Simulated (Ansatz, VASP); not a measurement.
# One calculation of AlNi3, two programs

File INCAR:

```
PREC     = Accurate       # precision mode
ENCUT    = 520            # plane-wave cutoff, eV
EDIFF    = 1E-6           # SCF threshold, eV
ISMEAR   = 0              # smearing method
SIGMA    = 0.1            # smearing width, eV
LREAL    = False          # projectors in reciprocal space
LASPH    = True           # aspherical terms in the spheres
NELM     = 150            # most SCF steps
ALGO     = Normal         # electronic algorithm
ISIF     = 2              # what is computed and relaxed
LWAVE    = False          # write WAVECAR
LCHARG   = True           # write CHGCAR
ISPIN    = 2              # spin polarisation
MAGMOM   = 0 0.3 0.3 0.3  # initial moments
LORBIT   = 11             # projections on sites
LMAXMIX  = 4              # l up to which the mixer works
GGA      = PE             # functional
LELF     = True           # ELF
LVHAR    = True         
NBANDS   = 28             # bands
```

Contents of KPOINTS:

```
Automatic mesh
0
Gamma
  14 14 14
```

POSCAR

```
AlNi3
1.0
    3.6380124419      0.0000000000      0.0000000000
    0.0000000000      3.6380124419      0.0000000000
    0.0000000000      0.0000000000      3.6380124419
Al Ni
1 3
Direct
    0.0000000000      0.0000000000      0.0000000000
    0.0000000000      0.5000000000      0.5000000000
    0.5000000000      0.0000000000      0.5000000000
    0.5000000000      0.5000000000      0.0000000000
```

Input for Ansatz:

```yaml
crystal:
  lattice:
    - [3.6380124419, 0.0, 0.0]
    - [0.0, 3.6380124419, 0.0]
    - [0.0, 0.0, 3.6380124419]
  atoms:
    - { symbol: Al, position: [0.0, 0.0, 0.0] }
    - { symbol: Ni, position: [0.0, 0.5, 0.5], spin: 0.3 }
    - { symbol: Ni, position: [0.5, 0.0, 0.5], spin: 0.3 }
    - { symbol: Ni, position: [0.5, 0.5, 0.0], spin: 0.3 }
basis:
  ecutwfc: 420
kpoints:
  mp_grid: { grid: [14, 14, 14] }
hamiltonian:
  xc: pbe
scf:
  occupations: { method: gaussian, width: 0.1 }
output:
  forces: true
  stress: true
  eigenvalues: true
  populations: true
magnetization:
  spin_polarized: true
```

Change from the starting cell: equal strain along all axes, cell held, atoms relaxed: +2.0 %.

Alike in both runs: task single point; functional PBE; k mesh 14 × 14 × 14; occupations gaussian, width 0.1 eV; collinear spin.

|  | VASP | Ansatz |
| --- | --- | --- |
| version | VASP 6.6.1 | Ansatz 0.2.0 |
| potentials or method | VASP PAW PBE potentials, release 64 (Al, Ni), cutoff 520 eV | scalar-relativistic, plane waves, PAW |
| valence electrons in the cell | 33 | 57 |

```tsv
	VASP	Ansatz	Ansatz less VASP
gap on the k mesh at the Fermi level (eV)	none	none	-
pressure (GPa)	-9.3	-9.4	-0.08
net moment per atom (μB)	0.18	0.19	+0.007
size of the moment on the site where the two differ most (μB)	0.27	0.29	+0.019
```

Site moments also hang on the region over which each program counts them. A gap of «none» marks a metal or a gap that the smearing closes. VASP's potentials hold 33 valence electrons a cell and Ansatz's 57, so a difference there can come from the potentials and not from the codes.
